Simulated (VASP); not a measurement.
# Cu2IBr (R-3m) in VASP: notebook

Cu2IBr is run at these levels: PBEsol+D3(BJ), PBEsol+D4; tasks: single point.

Everything below comes from runs of VASP 6.6.1. Logs are shortened: lines on timing, memory, paths and dates and some standing lists are left out, and cuts for length are marked.

## Step 1: The cell of the first run

Symmetry: R-3m, No. 166, trigonal system. Conventional cell: a = 3.815 Å, b = 3.815 Å, c = 18.397 Å, α = 90.00°, β = 90.00°, γ = 120.00°. I (site symmetry -3m) has 6 Cu at 2.72 Å within 3.6 Å. Br (site symmetry -3m) has 6 Cu at 2.65 Å within 3.5 Å. Cu (site symmetry 3m) has 3 Br at 2.65 Å and 3 I at 2.72 Å within 3.5 Å.

## Step 2: Single point, PBEsol+D3(BJ)

INCAR reads:

```
  PREC = Accurate
  ENCUT = 520
  EDIFF = 1E-7
  ISMEAR = -1
  SIGMA = 0.05
  LREAL = False
  LASPH = True
  NELM = 60
  ALGO = Normal
  ISIF = 2
  LWAVE = False
  LCHARG = False
  GGA = PS
  IVDW = 12
  NBANDS = 26
```

KPOINTS reads:

```
Automatic mesh
0
Gamma
  8 8 8
```

POSCAR reads:

```
Cu2IBr
1.0
    1.9076411007      1.1013771030      6.1323107238
   -1.9076411007      1.1013771030      6.1323107238
    0.0000000000     -2.2027542061      6.1323107238
I Br Cu
1 1 2
Direct
    0.0000000000      0.0000000000      0.0000000000
    0.5000000000      0.5000000000      0.5000000000
    0.2470357801      0.2470357801      0.2470357801
    0.7529642199      0.7529642199      0.7529642199
```

Potentials or basis: VASP PAW PBE potentials, release 64 (I, Br, Cu).

On the command line:

```
> cat potpaw_PBE.64/I/POTCAR potpaw_PBE.64/Br/POTCAR potpaw_PBE.64/Cu/POTCAR > POTCAR
> mpirun -np 1 vasp_std > vasp.out
```

OUTCAR:

```text
PREC = Accurate
   ENCUT = 520
   EDIFF = 1E-7
   ISMEAR = -1
   LREAL = False
   LASPH = True
   NELM = 60
   ISIF = 2
   GGA = PS
   IVDW = 12
 IVDW          = 12

 ion  position               nearest neighbor table
   1  0.000  0.000  0.000-   4 2.72   4 2.72   3 2.72   3 2.72   4 2.72   3 2.72
   2  0.500  0.500  0.500-   3 2.65   3 2.65   4 2.65   4 2.65   3 2.65   4 2.65
   3  0.247  0.247  0.247-   2 2.65   2 2.65   2 2.65   1 2.72   1 2.72   1 2.72
   4  0.753  0.753  0.753-   2 2.65   2 2.65   2 2.65   1 2.72   1 2.72   1 2.72

  LATTYP: Found a trigonal (rhomboedric) cell.
 ALAT       =     6.5159313153
 COS(alpha) =     0.8285765063

  Lattice vectors:

 A1 = (   1.9076411007,   1.1013771030,   6.1323107238)
 A2 = (  -1.9076411007,   1.1013771030,   6.1323107238)
 A3 = (   0.0000000000,  -2.2027542061,   6.1323107238)

Analysis of symmetry for initial positions (statically):
=====================================================================
 Subroutine PRICEL returns:
 Original cell was already a primitive cell.

 Routine SETGRP: Setting up the symmetry group for a
 trigonal (rhombohedral) supercell.

 Subroutine GETGRP returns: Found 12 space group operations
 (whereof 12 operations were pure point group operations)
 out of a pool of 12 trial point group operations.

The static configuration has the point symmetry D_3d.

Analysis of symmetry for dynamics (positions and initial velocities):
=====================================================================
 Subroutine PRICEL returns:
 Original cell was already a primitive cell.

 Routine SETGRP: Setting up the symmetry group for a
 trigonal (rhombohedral) supercell.

 Subroutine GETGRP returns: Found 12 space group operations
 (whereof 12 operations were pure point group operations)
 out of a pool of 12 trial point group operations.

The dynamic configuration has the point symmetry D_3d.

 Subroutine INISYM returns: Found 12 space group operations
 (whereof 12 operations are pure point group operations),
 and found     1 'primitive' translations

----------------------------------------------------------------------------------------

                                     Primitive cell

  volume of cell :      77.3051

  direct lattice vectors                    reciprocal lattice vectors
     1.907641101  1.101377103  6.132310724     0.262103810  0.151325705  0.054356889
    -1.907641101  1.101377103  6.132310724    -0.262103810  0.151325705  0.054356889
[... 89 lines left out ...]
   EDIFF  = 0.1E-06   stopping-criterion for ELM
   LREAL  =      F    real-space projection
   EDIFFG = 0.1E-05   stopping-criterion for IOM
   NSW    =      0    number of steps for IOM
   IBRION =     -1    ionic relax: 0-MD 1-quasi-New 2-CG
   NFREE  =      0    steps in history (QN), initial steepest desc. (CG)
   ISIF   =      2    stress and relaxation
   ISYM   =      2    0-nonsym 1-usesym 2-fastsym
   POTIM  = 0.5000    time-step for ionic-motion
   TEBEG  =    0.0;   TEEND  =   0.0 temperature during run
   PSTRESS=    0.0 pullay stress
   NELECT =      36.0000    total number of electrons
   NUPDOWN=      -1.0000    fix difference up-down
   EMIN   =  10.00;   EMAX   =-10.00  energy-range for DOS
   EFERMI =   0.00;   METHOD = LEGACY
   ISMEAR =    -1;   SIGMA  =   0.05  broadening in eV -4-tet -1-fermi 0-gaus
   EFERMI_NEDOS =   21; number of points for ismear=-14 and -15
   IALGO  =     38    algorithm
   IMIX   =      4    mixing-type and parameters
     AMIX     =   0.40;   BMIX     =  1.00
     AMIX_MAG =   1.60;   BMIX_MAG =  1.00
  volume/ion in A,a.u.               =      19.33       130.42
  Fermi-wavevector in a.u.,A,eV,Ry     =   1.268936  2.397941 21.908072  1.610198
  Thomas-Fermi vector in A             =   2.402004
   LORBIT       =      0    0 simple, 1 ext, 2 COOP (PROOUT), +10 PAW based schemes
   GGA     = PS    functional components
   LHFCALC =     F    Hartree Fock is set to
   AEXX    =    0.0000 exact exchange contribution
   IVDW    =    12    specifies the selected vdW correction
   LEPSILON=     F    determine dielectric tensor
   LRPA    =     F    only Hartree local field effects (RPA)
 non-spin polarized calculation
  energy-cutoff  :      520.00
  volume of cell :       77.31
 maximum number of plane-waves:      2098
   NGX = 25   NGY = 25   NGZ = 25

 number of electron      35.9999991 magnetization

 Free energy of the ion-electron system (eV)
  ---------------------------------------------------
  ext. energy  EPLUGINS =         0.00000000
  ---------------------------------------------------
  free energy    TOTEN  =       -12.16373780 eV

  energy without entropy =      -12.15828256  energy(sigma->0) =      -12.16101018

 E-fermi :   6.7516     XC(G=0): -10.8189

 val. band max:        6.7201456056   @ k =   0.1250   0.1250   0.1250
 cond. band min:       6.7724471978   @ k =   0.0000   0.0000   0.0000
 fundamental gap:      0.0523015922
 Fermi energy:         6.7515568998

 k-point     1 :       0.0000    0.0000    0.0000
  band No.  band energies     occupation
      1     -10.0595      2.00000
      2      -7.7544      2.00000
      3      -0.7349      2.00000
      4       2.2405      2.00000
      5       2.2405      2.00000
      6       4.3028      2.00000
[... 685 lines left out ...]
     25      14.1404      0.00000
     26      14.8431      0.00000

 [... further k-points ...]

------------------------ aborting loop because EDIFF is reached ----------------------------------------

 Edisp (eV)   -1.52363

 E8    (eV) :    -0.9860

  FORCE on cell =-STRESS in cart. coord.  units (eV):
  Direction    XX          YY          ZZ          XY          YZ          ZX
  --------------------------------------------------------------------------------------
  -------------------------------------------------------------------------------------
  Total      -0.16174    -0.16174    -0.16090     0.00000     0.00000     0.00000
  in kB      -3.35205    -3.35205    -3.33464     0.00000     0.00000     0.00000
  external pressure =       -3.35 kB  Pullay stress =        0.00 kB

 VOLUME and BASIS-vectors are now :
 -----------------------------------------------------------------------------
  energy-cutoff  :      520.00
  volume of cell :       77.31
      direct lattice vectors                 reciprocal lattice vectors
     1.907641101  1.101377103  6.132310724     0.262103810  0.151325705  0.054356889
    -1.907641101  1.101377103  6.132310724    -0.262103810  0.151325705  0.054356889
     0.000000000 -2.202754206  6.132310724     0.000000000 -0.302651410  0.054356889

 POSITION                                       TOTAL-FORCE (eV/Angst)
 -----------------------------------------------------------------------------------
      0.00000      0.00000      0.00000        -0.000000      0.000000      0.000000
      0.00000     -0.00000      9.19847         0.000000     -0.000000     -0.000000
      0.00000     -0.00000      4.54470        -0.000000     -0.000000      0.002195
      0.00000     -0.00000     13.85223        -0.000000      0.000000     -0.002195
 -----------------------------------------------------------------------------------
    total drift:                                0.000000      0.000000     -0.000000

  FREE ENERGIE OF THE ION-ELECTRON SYSTEM (eV)
  ---------------------------------------------------
  free  energy   TOTEN  =       -13.6873710146 eV

  energy  without entropy=      -13.6819157756  energy(sigma->0) =      -13.68464340
```

OSZICAR:

```text
N       E                     dE             d eps       ncg     rms          rms(c)
DAV:   1     0.277471449450E+03    0.27747E+03   -0.15447E+04  3388   0.168E+03
DAV:   2     0.161775041669E+02   -0.26129E+03   -0.24914E+03  3388   0.340E+02
DAV:   3    -0.115198089188E+02   -0.27697E+02   -0.26759E+02  4484   0.125E+02
DAV:   4    -0.127403535568E+02   -0.12205E+01   -0.12126E+01  4592   0.250E+01
DAV:   5    -0.127758357892E+02   -0.35482E-01   -0.35460E-01  4640   0.400E+00    0.138E+01
DAV:   6    -0.126681068041E+02    0.10773E+00   -0.10396E+01  4198   0.646E+01    0.725E+00
DAV:   7    -0.121675600850E+02    0.50055E+00   -0.33459E+00  3736   0.478E+01    0.358E+00
DAV:   8    -0.121736379198E+02   -0.60778E-02   -0.12562E-01  3902   0.195E+00    0.137E+00
DAV:   9    -0.121638817986E+02    0.97561E-02   -0.25131E-02  4878   0.358E+00    0.398E-01
DAV:  10    -0.121637304264E+02    0.15137E-03   -0.59177E-03  5220   0.977E-01    0.121E-01
DAV:  11    -0.121637423729E+02   -0.11947E-04   -0.18093E-04  5384   0.128E-01    0.644E-02
DAV:  12    -0.121637393818E+02    0.29912E-05   -0.87002E-06  4956   0.488E-02    0.347E-02
DAV:  13    -0.121637379995E+02    0.13823E-05   -0.15995E-05  5090   0.909E-02    0.183E-02
DAV:  14    -0.121637379654E+02    0.34086E-07   -0.21824E-06  4808   0.123E-02    0.118E-02
DAV:  15    -0.121637377820E+02    0.18342E-06   -0.66312E-07  4096   0.610E-03    0.465E-03
DAV:  16    -0.121637378035E+02   -0.21580E-07   -0.29804E-07  2662   0.105E-02
   1 F= -.13687371E+02 E0= -.13684643E+02  d E =-.545524E-02
```

It took 1.8 min on 1 thread of Intel Xeon 6975P-C (Granite Rapids), shared host; peak memory 0.41 GiB.

Results:

* Free energy: -13.6874 eV
* Pressure: -0.3 GPa
* Band gap on the k mesh: zero (band 18 reaches 6.77 eV, above the bottom of band 19 at 6.57 eV)
* Dispersion energy per atom: -0.381 eV

Forces in eV/Å, atoms in the order of the input:
```
I    0.000  0.000  0.000
Br   0.000  0.000  0.000
Cu   0.000  0.000  0.002
Cu   0.000  0.000 -0.002
```

Caveat: three body term missing; the PAW data sets were made with another functional, which shifts forces and pressure a little; spin-orbit coupling is left out, which moves the levels of the heavy elements; semilocal functionals often make such compounds metallic where correlation or magnetic order opens a gap, which also shifts bond lengths; pairwise dispersion overbinds metals, which lowers pressure and volume.

## Step 3: Single point, PBEsol+D4

This run uses another cell than the first one, of 19.56 Å³/atom, 1.012 times its volume.

INCAR reads:

```
SYSTEM = Cu2IBr
PREC     = Accurate       ! precision mode
ENCUT    = 520            ! plane-wave cutoff, eV
EDIFF    = 1E-6           ! SCF threshold, eV
ISMEAR   = -1             ! smearing method
SIGMA    = 0.05           ! smearing width, eV
LREAL    = .False.        ! projectors in reciprocal space
LASPH    = .True.         ! aspherical terms in the spheres
NELM     = 80             ! most SCF steps
ALGO     = Normal         ! electronic algorithm
ISIF     = 2              ! what is computed and relaxed
LWAVE    = .False.        ! write WAVECAR
LCHARG   = .False.        ! write CHGCAR
GGA      = PS             ! functional
IVDW     = 13             ! dispersion correction
NBANDS   = 26             ! bands
```

KPOINTS reads:

```
Automatic mesh
0
Gamma
  8 8 8
  0 0 0
```

POSCAR reads:

```
Cu2IBr
1.0
    1.9152605562      1.1057761977      6.1583363481
   -1.9152605562      1.1057761977      6.1583363481
    0.0000000000     -2.2115523954      6.1583363481
I Br Cu
1 1 2
Direct
    0.0000000000      0.0000000000      0.0000000000
    0.5000000000      0.5000000000      0.5000000000
    0.2471913203      0.2471913203      0.2471913203
    0.7528086797      0.7528086797      0.7528086797
```

Potentials or basis: VASP PAW PBE potentials, release 64 (I, Br, Cu).

On the command line:

```
> cat potpaw_PBE.64/I/POTCAR potpaw_PBE.64/Br/POTCAR potpaw_PBE.64/Cu/POTCAR > POTCAR
> mpirun -np 1 vasp_std > vasp.out
```

Wall time 2.3 min (1 thread of Intel Xeon 6975P-C (Granite Rapids), shared host); peak memory 0.43 GiB.

The run converged. Its results:

```
Free energy                : -13.1761 eV
Pressure                   : 0.1 GPa
Band gap on the k mesh     : zero (band 18 reaches 6.61 eV, above the bottom of band 19 at 6.41 eV)
Dispersion energy per atom : -0.249 eV
```

Levels at points of the mesh, in eV from the Fermi level:
```csv
k point,band 14,band 15,band 16,band 17,band 18,band 19,band 20,band 21,band 22,band 23
"(0.00, 0.00, 0.00)",-1.99,-1.99,-1.86,0.02,0.02,0.44,2.78,4.59,4.59,6.53
"(0.50, 0.00, 0.00)",-1.89,-1.47,-1.36,-1.26,-1.08,1.56,2.00,5.01,6.16,6.97
"(0.50, 0.50, 0.00)",-1.89,-1.87,-1.74,-0.46,-0.11,-0.06,2.59,4.60,4.68,4.88
"(0.50, 0.50, 0.50)",-1.98,-1.17,-1.17,-0.45,-0.45,2.41,3.35,5.68,6.07,6.07
```

Caveat: the PAW data sets were made with another functional, which shifts forces and pressure a little; spin-orbit coupling is left out, which moves the levels of the heavy elements; semilocal functionals often make such compounds metallic where correlation or magnetic order opens a gap, which also shifts bond lengths; pairwise dispersion overbinds metals, which lowers pressure and volume.

## Step 4: Single point, PBEsol+D3(BJ)

This run uses another cell than the first one, of 21.44 Å³/atom, 1.109 times its volume.

INCAR reads:

```
SYSTEM = Cu2IBr
PREC = Accurate
ENCUT = 520
EDIFF = 1E-6
ISMEAR = -1
SIGMA = 0.05
LREAL = .FALSE.
LASPH = .TRUE.
NELM = 100
ALGO = Normal
ISIF = 2
LWAVE = .FALSE.
LCHARG = .TRUE.
GGA = PS
IVDW = 12
LELF = .TRUE.
LVHAR = .TRUE.
NBANDS = 26
```

KPOINTS reads:

```
Automatic mesh
0
G
  8 8 8
  0 0 0
```

POSCAR reads:

```
Cu2IBr
1.0
    1.9685310750      1.1365319461      6.3876248825
   -1.9685310750      1.1365319461      6.3876248825
    0.0000000000     -2.2730638921      6.3876248825
I Br Cu
1 1 2
Direct
    0.0000000000      0.0000000000      0.0000000000
    0.5000000000      0.5000000000      0.5000000000
    0.2490310000      0.2490310000      0.2490310000
    0.7509690000      0.7509690000      0.7509690000
```

On the command line:

```
> cat potpaw_PBE.64/I/POTCAR potpaw_PBE.64/Br/POTCAR potpaw_PBE.64/Cu/POTCAR > POTCAR
> mpirun -np 1 vasp_std > vasp.out
```

Wall time 2.6 min (1 thread of Intel Xeon 6975P-C (Granite Rapids), shared host); peak memory 0.44 GiB.

Results (log left out):

```yaml
Free_energy: -13.5104 eV
Pressure: -5.8 GPa
Largest_force: 0.012 eV/Å
Band_gap_on_the_k_mesh: zero (band 18 reaches 5.43 eV, above the bottom of band 19 at 5.33 eV)
Dispersion_energy_per_atom: -0.343 eV
```

Forces in eV/Å, atoms in the order of the input:
```
I    0.000  0.000  0.000
Br   0.000  0.000  0.000
Cu   0.000  0.000 -0.012
Cu   0.000  0.000  0.012
```

Stress tensor (GPa, compression positive):
```
-5.76  0.00  0.00
 0.00 -5.76  0.00
 0.00  0.00 -5.97
```

Levels at points of the mesh, in eV from the Fermi level:
| k point | band 15 | band 16 | band 17 | band 18 | band 19 | band 20 | band 21 | band 22 |
| --- | --- | --- | --- | --- | --- | --- | --- | --- |
| (0.00, 0.00, 0.00) | -1.67 | -1.57 | -0.01 | -0.01 | 0.26 | 2.81 | 4.79 | 4.79 |
| (0.50, 0.00, 0.00) | -1.25 | -1.13 | -1.09 | -0.90 | 1.52 | 2.10 | 4.87 | 5.99 |
| (0.50, 0.50, 0.00) | -1.57 | -1.48 | -0.31 | -0.12 | -0.08 | 2.68 | 4.72 | 4.83 |
| (0.50, 0.50, 0.50) | -1.04 | -1.04 | -0.40 | -0.40 | 2.38 | 2.91 | 5.44 | 5.99 |

Caveat: three body term missing; the PAW data sets were made with another functional, which shifts forces and pressure a little; spin-orbit coupling is left out, which moves the levels of the heavy elements; semilocal functionals often make such compounds metallic where correlation or magnetic order opens a gap, which also shifts bond lengths; pairwise dispersion overbinds metals, which lowers pressure and volume.

## Step 5: Overview

```csv
level,cell,gap on the mesh (eV),pressure (GPa)
PBEsol+D3(BJ),"a = 6.516 Å, angles 34.0°, 4 atoms",none,-0.3
PBEsol+D4,"a = 6.543 Å, angles 34.0°, 4 atoms",none,0.1
PBEsol+D3(BJ),"a = 6.780 Å, angles 33.8°, 4 atoms",none,-5.8
```

Alike in all rows: task single point; potentials or basis VASP PAW PBE potentials, release 64 (I, Br, Cu); no spin polarisation; k mesh 8 × 8 × 8; cutoff (eV) 520; smearing fermi-dirac 0.05 eV.

Caveats: the PAW data sets were made with another functional, which shifts forces and pressure a little; spin-orbit coupling is left out, which moves the levels of the heavy elements; semilocal functionals often make such compounds metallic where correlation or magnetic order opens a gap, which also shifts bond lengths; pairwise dispersion overbinds metals, which lowers pressure and volume; three body term missing (some runs).

Total energies depend on the potentials used, so only differences within one code and one set of settings carry meaning.
